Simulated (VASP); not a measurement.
Wanted: the native input for a VASP 6.6.1 run.

* Task: single point
* Functional: PBE
* Potentials or basis: VASP PAW PBE potentials, release 64 (Ti_sv, B)
* Cutoff: 520 eV
* k mesh: 4 × 4 × 4
* Occupations: gaussian, width 0.1 eV
* Spin: no spin polarisation
* Dipole correction: no
* Further INCAR settings: ALGO = Normal; EDIFF = 1e-06; NBANDS = 24

The structure of Ti2B3 lies in POSCAR:

```
Ti2B3
1.0
    3.8253014600      0.0000000000      0.0000000000
    0.0000000000      3.8253014600      0.0000000000
    0.0000000000      0.0000000000      3.8253014600
Ti B
2 3
Direct
    0.0000000000      0.0000000000      0.0000000000
    0.5000000000      0.5000000000      0.5000000000
    0.5000000000      0.0000000000      0.0000000000
    0.0000000000      0.5000000000      0.0000000000
    0.0000000000      0.0000000000      0.5000000000
```

The cell was built from a structure type or drawn by symmetry, and may not be a known phase.

These files were run (other wordings do the same):

INCAR

```
SYSTEM = Ti2B3
  PREC = Accurate
  ENCUT = 520
  EDIFF = 1E-6
  ISMEAR = 0
  SIGMA = 0.1
  LREAL = .False.
  LASPH = .True.
  NELM = 60
  ALGO = Normal
  ISIF = 2
  LWAVE = .False.
  LCHARG = .False.
  GGA = PE
  NBANDS = 24
```

KPOINTS

```
regular mesh
0
Gamma
  4 4 4
  0 0 0
```

Potentials or basis: VASP PAW PBE potentials, release 64 (Ti_sv, B).

Command:

```bash
$ cat potpaw_PBE.64/Ti_sv/POTCAR potpaw_PBE.64/B/POTCAR > POTCAR
$ mpirun -np 1 vasp_std > vasp.out
```

It gave:

```yaml
Pressure: 11.8 GPa
Band_gap_on_the_k_mesh: zero (an odd number of electrons rules out a gap without spin polarisation)
```

Caveat: the k points lie up to 0.41 Å⁻¹ apart, too coarse for converged energies and pressures of a metal.

Run time: 23 s on 1 thread of Intel Xeon 8259CL (shared host), peak memory 0.16 GiB.
